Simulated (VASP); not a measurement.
# CoC2 (Fd-3m) in VASP: further runs, part 3 of 3

VASP 6.6.1. Earlier steps stand in the parts before.

### Step 4. Relaxation of cell and atoms, PBE, collinear spin, ferromagnetic start

This run uses another cell than the first one, of 8.46 Å³/atom, 1.073 times its volume.

Contents of INCAR:

```
SYSTEM = CoC2
PREC = Accurate
ENCUT = 600
EDIFF = 1E-6
ISMEAR = 0
SIGMA = 0.1
LREAL = .False.
LASPH = .True.
NELM = 150
ALGO = Normal
ISIF = 3
LWAVE = .False.
LCHARG = .False.
ISPIN = 2
MAGMOM = 1.37 1.37 0 0 0 0
LORBIT = 11
LMAXMIX = 4
GGA = PE
IBRION = 2
NSW = 90
EDIFFG = -0.04
```

Contents of KPOINTS:

```
Automatic mesh
0
Gamma
  6 6 6
  0 0 0
```

Contents of POSCAR:

```
CoC2
1.0
    0.0000000000      2.9391150572      2.9391150572
    2.9391150572      0.0000000000      2.9391150572
    2.9391150572      2.9391150572      0.0000000000
Co C
2 4
Direct
    0.0000000000      0.0000000000      0.0000000000
    0.2500000000      0.2500000000      0.2500000000
    0.6250000000      0.6250000000      0.6250000000
    0.1250000000      0.6250000000      0.6250000000
    0.6250000000      0.6250000000      0.1250000000
    0.6250000000      0.1250000000      0.6250000000
```

Potentials or basis: VASP PAW PBE potentials, release 64 (Co, C).

Launch:

```console
cat potpaw_PBE.64/Co/POTCAR potpaw_PBE.64/C/POTCAR > POTCAR
mpirun -np 1 vasp_std > vasp.out
```

OUTCAR:

```text
SYSTEM = CoC2
   PREC = Accurate
   ENCUT = 600
   EDIFF = 1E-6
   ISMEAR = 0
   LREAL = .False.
   LASPH = .True.
   NELM = 150
   ISIF = 3
   ISPIN = 2
   LORBIT = 11
   GGA = PE
   IBRION = 2
   NSW = 90
   EDIFFG = -0.04

 ion  position               nearest neighbor table
   1  0.000  0.000  0.000-   3 2.44   5 2.44   6 2.44   3 2.44   4 2.44   5 2.44   3 2.44   4 2.44
                             6 2.44   4 2.44   5 2.44   6 2.44   2 2.55   2 2.55   2 2.55   2 2.55
   2  0.250  0.250  0.250-   4 2.44   5 2.44   6 2.44   3 2.44   4 2.44   6 2.44   3 2.44   4 2.44
                             5 2.44   3 2.44   5 2.44   6 2.44   1 2.55   1 2.55   1 2.55   1 2.55
   3  0.625  0.625  0.625-   2 2.44   2 2.44   2 2.44   1 2.44   1 2.44   1 2.44
   4  0.125  0.625  0.625-   2 2.44   2 2.44   1 2.44   2 2.44   1 2.44   1 2.44
   5  0.625  0.625  0.125-   2 2.44   2 2.44   1 2.44   2 2.44   1 2.44   1 2.44
   6  0.625  0.125  0.625-   2 2.44   2 2.44   1 2.44   2 2.44   1 2.44   1 2.44

  LATTYP: Found a face centered cubic cell.
 ALAT       =     5.8782301144

  Lattice vectors:

 A1 = (   0.0000000000,   2.9391150572,   2.9391150572)
 A2 = (   2.9391150572,   0.0000000000,   2.9391150572)
 A3 = (   2.9391150572,   2.9391150572,   0.0000000000)

Analysis of symmetry for initial positions (statically):
=====================================================================
 Subroutine PRICEL returns:
 Original cell was already a primitive cell.

 Routine SETGRP: Setting up the symmetry group for a
 face centered cubic supercell.

 Subroutine GETGRP returns: Found 48 space group operations
 (whereof 24 operations were pure point group operations)
 out of a pool of 48 trial point group operations.

The static configuration has the point symmetry T_d .
 The point group associated with its full space group is O_h .

Analysis of symmetry for dynamics (positions and initial velocities):
=====================================================================
 Subroutine PRICEL returns:
 Original cell was already a primitive cell.

 Routine SETGRP: Setting up the symmetry group for a
 face centered cubic supercell.

 Subroutine GETGRP returns: Found 48 space group operations
 (whereof 24 operations were pure point group operations)
 out of a pool of 48 trial point group operations.

The dynamic configuration has the point symmetry T_d .
 The point group associated with its full space group is O_h .

Analysis of structural, dynamic, and magnetic symmetry:
=====================================================================
 Subroutine PRICEL returns:
[... 146 lines left out ...]
 NGX is ok and might be reduce to    36
   NGX = 17   NGY = 17   NGZ = 17

--------------------------------------- Ionic step        1  -------------------------------------------

 number of electron      34.0000005 magnetization       2.3536052

 Free energy of the ion-electron system (eV)
  ---------------------------------------------------
  ext. energy  EPLUGINS =         0.00000000
  ---------------------------------------------------
  free energy    TOTEN  =       -34.70750826 eV

  energy without entropy =      -34.67944509  energy(sigma->0) =      -34.69347668

 E-fermi :   9.0620     XC(G=0): -12.9537

 val. band max:        9.0471223756   @ k =   0.5000   0.1667   0.0000
 cond. band min:       9.0669806297   @ k =   0.5000   0.0000   0.0000
 fundamental gap:      0.0198582541
 Fermi energy:         9.0619986523

 spin component 1

 k-point     1 :       0.0000    0.0000    0.0000
  band No.  band energies     occupation
      1      -7.9595      1.00000
      2       0.3761      1.00000
      3       1.5717      1.00000
      4       1.5717      1.00000
      5       1.5717      1.00000
      6       2.6270      1.00000
[... 871 lines left out ...]
--------------------------------------- Ionic step        3  -------------------------------------------

 number of electron      33.9999998 magnetization       2.2503872

 Free energy of the ion-electron system (eV)
  ---------------------------------------------------
  ext. energy  EPLUGINS =         0.00000000
  ---------------------------------------------------
  free energy    TOTEN  =       -34.84123721 eV

  energy without entropy =      -34.81403723  energy(sigma->0) =      -34.82763722

 E-fermi :  10.1067     XC(G=0): -13.3361

 val. band max:       10.1004918568   @ k =   0.3333   0.3333   0.0000
 cond. band min:      10.1094480573   @ k =  -0.3333   0.1667   0.0000
 fundamental gap:      0.0089562005
 Fermi energy:        10.1066893602

 spin component 1

 k-point     1 :       0.0000    0.0000    0.0000
  band No.  band energies     occupation
      1      -7.7853      1.00000
      2       0.6872      1.00000
      3       2.4325      1.00000
      4       2.4325      1.00000
      5       2.4325      1.00000
      6       3.0899      1.00000
[... 825 lines left out ...]
  FREE ENERGIE OF THE ION-ELECTRON SYSTEM (eV)
  ---------------------------------------------------
  free  energy   TOTEN  =       -34.8412372131 eV

  energy  without entropy=      -34.8140372262  energy(sigma->0) =      -34.82763722

 reached required accuracy - stopping structural energy minimisation

 total charge

# of ion       s       p       d       tot
------------------------------------------
    1        0.330   0.424   7.429   8.183
    2        0.330   0.424   7.429   8.183
    3        0.998   1.145   0.000   2.142
    4        0.998   1.145   0.000   2.142
    5        0.998   1.145   0.000   2.142
    6        0.998   1.145   0.000   2.142
--------------------------------------------------
tot          4.651   5.426  14.859  24.935

 magnetization (x)

# of ion       s       p       d       tot
------------------------------------------
    1       -0.000   0.003   1.104   1.106
    2       -0.000   0.003   1.104   1.106
    3        0.013  -0.001   0.000   0.012
    4        0.013  -0.001   0.000   0.012
    5        0.013  -0.001   0.000   0.012
    6        0.013  -0.001   0.000   0.012
--------------------------------------------------
tot          0.051   0.000   2.207   2.259
```

OSZICAR:

```text
N       E                     dE             d eps       ncg     rms          rms(c)
DAV:   1     0.242147670936E+03    0.24215E+03   -0.16651E+04  1408   0.193E+03
DAV:   2    -0.106081289904E+02   -0.25276E+03   -0.24240E+03  1420   0.388E+02
[... 36 lines left out ...]
DAV:   5    -0.348413294576E+02    0.24831E-03   -0.36489E-03  2260   0.671E-01    0.136E-01
DAV:   6    -0.348412365807E+02    0.92877E-04   -0.42971E-04  1940   0.174E-01    0.680E-02
DAV:   7    -0.348412310831E+02    0.54976E-05   -0.91996E-05  2068   0.116E-01    0.340E-02
DAV:   8    -0.348412357462E+02   -0.46630E-05   -0.33659E-05  1928   0.528E-02    0.206E-02
DAV:   9    -0.348412371908E+02   -0.14447E-05   -0.33359E-06  1030   0.229E-02    0.739E-03
DAV:  10    -0.348412372131E+02   -0.22239E-07   -0.11881E-06   898   0.101E-02
   3 F= -.34841237E+02 E0= -.34827637E+02  d E =-.133729E+00  mag=     2.2506
```

CONTCAR:

```text
CoC2
   1.00000000000000
    -0.0000000000000000    2.8695582928156731    2.8695582928156731
     2.8695582928156731   -0.0000000000000000    2.8695582928156731
     2.8695582928156731    2.8695582928156731    0.0000000000000000
  Co              C
     2     4
Direct
     0.0000000000000000    0.0000000000000000    0.0000000000000000
     0.2500000000000000    0.2500000000000000    0.2500000000000000
     0.6250000000000000    0.6250000000000000    0.6250000000000000
     0.1250000000000000    0.6250000000000000    0.6250000000000000
     0.6250000000000000    0.6250000000000000    0.1250000000000000
     0.6250000000000000    0.1250000000000000    0.6250000000000000

  0.00000000E+00  0.00000000E+00  0.00000000E+00
  0.00000000E+00  0.00000000E+00  0.00000000E+00
  0.00000000E+00  0.00000000E+00  0.00000000E+00
  0.00000000E+00  0.00000000E+00  0.00000000E+00
  0.00000000E+00  0.00000000E+00  0.00000000E+00
  0.00000000E+00  0.00000000E+00  0.00000000E+00
```

It took 2.8 min on 1 thread of Intel Xeon Platinum 8259CL at 2.50GHz (Skylake/Cascade Lake), shared host; peak memory 0.26 GiB.

Results:

| Item | Value |
| --- | --- |
| Free energy | -34.8412 eV |
| Relaxed volume | 7.88 Å³/atom |
| Relaxed cell | a = 4.058 Å, b = 4.058 Å, c = 4.058 Å, α = 60.00°, β = 60.00°, γ = 60.00° |
| Space group after relaxing (to 0.05 Å) | Fd-3m (No. 227) |
| Energy gained by relaxing | 22.3 meV/atom |
| Ionic steps | 3 |
| Pressure after relaxing | 0.0 GPa |
| Net moment | 2.25 μB per cell |
| Site moments | Co +1.11; C +0.01 μB |
| Valence electrons inside the program's atomic spheres | Co 8.18; C 2.14 |

The path:
```csv
step,energy change (eV),largest force (eV/Å),pressure (GPa),volume (Å³)
1,0.0000,0.0000,-11.49,50.78
2,-0.1252,0.0000,3.32,46.45
3,-0.1337,0.0000,0.04,47.26
```

Final structure:
```
Co C
1.0
     0.00000    2.86956    2.86956
     2.86956    0.00000    2.86956
     2.86956    2.86956    0.00000
Co C
2 4
Direct
  0.00000 0.00000 0.00000
  0.25000 0.25000 0.25000
  0.62500 0.62500 0.62500
  0.12500 0.62500 0.62500
  0.62500 0.62500 0.12500
  0.62500 0.12500 0.62500
```

### Step 5. Single point, PBE, collinear spin, ferromagnetic start

This run uses another cell than the first one, of 7.87 Å³/atom, 0.997 times its volume.

Contents of INCAR:

```
SYSTEM = CoC2
  ALGO = Normal
  EDIFF = 1E-7
  ENCUT = 520
  GGA = PE
  ISIF = 2
  ISMEAR = 0
  ISPIN = 2
  LASPH = .TRUE.
  LCHARG = .FALSE.
  LMAXMIX = 4
  LORBIT = 11
  LREAL = .FALSE.
  LWAVE = .FALSE.
  MAGMOM = 1.24 1.24 0 0 0 0
  NBANDS = 30
  NELM = 150
  PREC = Accurate
  SIGMA = 0.1
```

Contents of KPOINTS:

```
k-points
0
G
  12 12 12
  0 0 0
```

Contents of POSCAR:

```
CoC2
1.0
    0.0000000000      2.8683123506      2.8683123506
    2.8683123506      0.0000000000      2.8683123506
    2.8683123506      2.8683123506      0.0000000000
Co C
2 4
Direct
    0.5000000000      0.5000000000      0.5000000000
    0.7500000000      0.7500000000      0.7500000000
    0.1250000000      0.1250000000      0.1250000000
    0.6250000000      0.1250000000      0.1250000000
    0.1250000000      0.1250000000      0.6250000000
    0.1250000000      0.6250000000      0.1250000000
```

Potentials or basis: VASP PAW PBE potentials, release 64 (Co, C).

Launch:

```console
cat potpaw_PBE.64/Co/POTCAR potpaw_PBE.64/C/POTCAR > POTCAR
mpirun -np 1 vasp_std > vasp.out
```

OUTCAR:

```text
SYSTEM = CoC2
   EDIFF = 1E-7
   ENCUT = 520
   GGA = PE
   ISIF = 2
   ISMEAR = 0
   ISPIN = 2
   LASPH = .TRUE.
   LORBIT = 11
   LREAL = .FALSE.
   NELM = 150
   PREC = Accurate

 ion  position               nearest neighbor table
   1  0.500  0.500  0.500-   3 2.38   5 2.38   3 2.38   5 2.38   4 2.38   6 2.38   4 2.38   6 2.38
                             6 2.38   3 2.38   5 2.38   4 2.38   2 2.48   2 2.48   2 2.48   2 2.48
   2  0.750  0.750  0.750-   4 2.38   6 2.38   4 2.38   6 2.38   3 2.38   5 2.38   3 2.38   5 2.38
                             3 2.38   5 2.38   4 2.38   6 2.38   1 2.48   1 2.48   1 2.48   1 2.48
   3  0.125  0.125  0.125-   4 2.03   5 2.03   6 2.03   5 2.03   6 2.03   4 2.03   1 2.38   2 2.38
                             1 2.38   2 2.38   1 2.38   2 2.38
   4  0.625  0.125  0.125-   3 2.03   5 2.03   6 2.03   3 2.03   5 2.03   6 2.03   2 2.38   2 2.38
                             1 2.38   1 2.38   2 2.38   1 2.38
   5  0.125  0.125  0.625-   3 2.03   3 2.03   4 2.03   6 2.03   6 2.03   4 2.03   1 2.38   2 2.38
                             1 2.38   2 2.38   1 2.38   2 2.38
   6  0.125  0.625  0.125-   3 2.03   5 2.03   3 2.03   4 2.03   5 2.03   4 2.03   2 2.38   2 2.38
                             1 2.38   1 2.38   1 2.38   2 2.38

  LATTYP: Found a face centered cubic cell.
 ALAT       =     5.7366247012

  Lattice vectors:

 A1 = (   0.0000000000,   2.8683123506,   2.8683123506)
 A2 = (   2.8683123506,   0.0000000000,   2.8683123506)
[... 1763 lines left out ...]

 VOLUME and BASIS-vectors are now :
 -----------------------------------------------------------------------------
  energy-cutoff  :      520.00
  volume of cell :       47.20
      direct lattice vectors                 reciprocal lattice vectors
     0.000000000  2.868312351  2.868312351    -0.174318533  0.174318533  0.174318533
     2.868312351  0.000000000  2.868312351     0.174318533 -0.174318533  0.174318533
     2.868312351  2.868312351  0.000000000     0.174318533  0.174318533 -0.174318533

 POSITION                                       TOTAL-FORCE (eV/Angst)
 -----------------------------------------------------------------------------------
      2.86831      2.86831      2.86831         0.000000      0.000000     -0.000000
      4.30247      4.30247      4.30247        -0.000000     -0.000000      0.000000
      0.71708      0.71708      0.71708         0.000000      0.000000      0.000000
      0.71708      2.15123      2.15123         0.000000      0.000000      0.000000
      2.15123      2.15123      0.71708         0.000000      0.000000      0.000000
      2.15123      0.71708      2.15123         0.000000      0.000000      0.000000
 -----------------------------------------------------------------------------------
    total drift:                                0.000000     -0.000000      0.000000

  FREE ENERGIE OF THE ION-ELECTRON SYSTEM (eV)
  ---------------------------------------------------
  free  energy   TOTEN  =       -34.8226989578 eV

  energy  without entropy=      -34.7993127833  energy(sigma->0) =      -34.81100587

 total charge

# of ion       s       p       d       tot
------------------------------------------
    1        0.330   0.424   7.435   8.188
    2        0.330   0.424   7.435   8.188
    3        1.000   1.143   0.000   2.144
    4        1.000   1.143   0.000   2.144
    5        1.000   1.143   0.000   2.144
    6        1.000   1.143   0.000   2.144
--------------------------------------------------
tot          4.661   5.421  14.869  24.952

 magnetization (x)

# of ion       s       p       d       tot
------------------------------------------
    1       -0.001   0.001   0.965   0.965
    2       -0.001   0.001   0.965   0.965
    3        0.005  -0.008   0.000  -0.003
    4        0.005  -0.008   0.000  -0.003
    5        0.005  -0.008   0.000  -0.003
    6        0.005  -0.008   0.000  -0.003
--------------------------------------------------
tot          0.019  -0.031   1.929   1.917
```

OSZICAR:

```text
N       E                     dE             d eps       ncg     rms          rms(c)
DAV:   1     0.222309364654E+03    0.22231E+03   -0.14669E+04  8648   0.131E+03
DAV:   2    -0.176095281245E+02   -0.23992E+03   -0.21984E+03  9252   0.307E+02
DAV:   3    -0.390887757853E+02   -0.21479E+02   -0.19346E+02 10102   0.921E+01
DAV:   4    -0.398985556711E+02   -0.80978E+00   -0.79673E+00  9078   0.180E+01
DAV:   5    -0.399180126551E+02   -0.19457E-01   -0.19447E-01 10634   0.285E+00    0.244E+01
DAV:   6    -0.720337701921E+02   -0.32116E+02   -0.10296E+02 10464   0.168E+02    0.616E+01
DAV:   7    -0.361721099001E+02    0.35862E+02   -0.38365E+01 10624   0.131E+02    0.131E+01
DAV:   8    -0.348415368285E+02    0.13306E+01   -0.80879E+00 11874   0.322E+01    0.451E+00
DAV:   9    -0.348169647209E+02    0.24572E-01   -0.10769E+00 11486   0.917E+00    0.130E+00
DAV:  10    -0.348255669021E+02   -0.86022E-02   -0.25305E-02 11146   0.149E+00    0.115E+00
DAV:  11    -0.348262306260E+02   -0.66372E-03   -0.27458E-03 12698   0.503E-01    0.875E-01
DAV:  12    -0.348226062252E+02    0.36244E-02   -0.95327E-03 12736   0.131E+00    0.112E-01
DAV:  13    -0.348226987434E+02   -0.92518E-04   -0.14732E-03 10532   0.229E-01    0.491E-02
DAV:  14    -0.348227012754E+02   -0.25320E-05   -0.46925E-05 11264   0.496E-02    0.388E-02
DAV:  15    -0.348227159226E+02   -0.14647E-04   -0.25389E-05 11342   0.380E-02    0.503E-02
DAV:  16    -0.348226997012E+02    0.16221E-04   -0.22539E-05 12256   0.666E-02    0.124E-02
DAV:  17    -0.348226989193E+02    0.78195E-06   -0.39443E-06 12768   0.164E-02    0.383E-03
DAV:  18    -0.348226989578E+02   -0.38486E-07   -0.28327E-07  6462   0.478E-03
   1 F= -.34822699E+02 E0= -.34811006E+02  d E =-.233862E-01  mag=     1.8862
```

Run time: 6.1 min. Hardware: 1 thread of Intel Xeon Platinum 8259CL at 2.50GHz (Skylake/Cascade Lake), shared host; peak memory 0.28 GiB.

What came out:

- Free energy: -34.8227 eV
- Pressure: -0.3 GPa
- Net moment: 1.89 μB per cell
- Site moments: Co +0.96; C -0.00 μB
- Valence electrons inside the program's atomic spheres: Co 8.19; C 2.14

Levels at points of the mesh, in eV from the Fermi level:
Spin up:
| k point | band 16 | band 17 | band 18 | band 19 | band 20 | band 21 |
| --- | --- | --- | --- | --- | --- | --- |
| (0.00, 0.00, 0.00) | -0.08 | -0.08 | -0.08 | 0.85 | 1.32 | 1.32 |
| (0.50, 0.00, 0.00) | -0.78 | -0.78 | 0.69 | 1.29 | 1.29 | 1.37 |
| (0.50, 0.50, 0.00) | -1.06 | 1.02 | 1.02 | 1.20 | 1.20 | 2.03 |
Spin down:
```tsv
k point	band 12	band 13	band 14	band 15	band 16	band 17	band 18	band 19	band 20	band 21
(0.00, 0.00, 0.00)	-0.83	-0.83	-0.25	-0.25	1.00	1.03	1.03	1.03	1.79	1.79
(0.50, 0.00, 0.00)	-0.85	-0.64	-0.64	-0.17	-0.09	-0.09	0.75	1.40	1.64	1.64
(0.50, 0.50, 0.00)	-1.78	-1.43	-1.43	-0.07	-0.07	1.19	1.19	1.53	1.53	2.32
```

### Step 6. The runs side by side

| task | cell | k mesh | cutoff (eV) | gap on the mesh (eV) | pressure (GPa) | moment (μB) | relaxed volume (Å³/atom) |
| --- | --- | --- | --- | --- | --- | --- | --- |
| relaxation of cell and atoms | relaxed from a = 4.060 Å, angles 60.0°, 6 atoms | 12 × 12 × 12 | 600 | none | 0.0 | 1.88 | 7.85 |
| single point | a = 4.060 Å, angles 60.0°, 6 atoms | 6 × 6 × 6 | 520 | none | -0.1 | 2.26 | - |
| relaxation of cell and atoms | relaxed from a = 4.157 Å, angles 60.0°, 6 atoms | 6 × 6 × 6 | 600 | none | 0.0 | 2.25 | 7.88 |
| single point | a = 4.056 Å, angles 60.0°, 6 atoms | 12 × 12 × 12 | 520 | none | -0.3 | 1.89 | - |

Alike in all rows: level PBE; potentials or basis VASP PAW PBE potentials, release 64 (Co, C); spin collinear, ferromagnetic start; smearing gaussian 0.1 eV.

Total energies depend on the potentials used, so only differences within one code and one set of settings carry meaning.
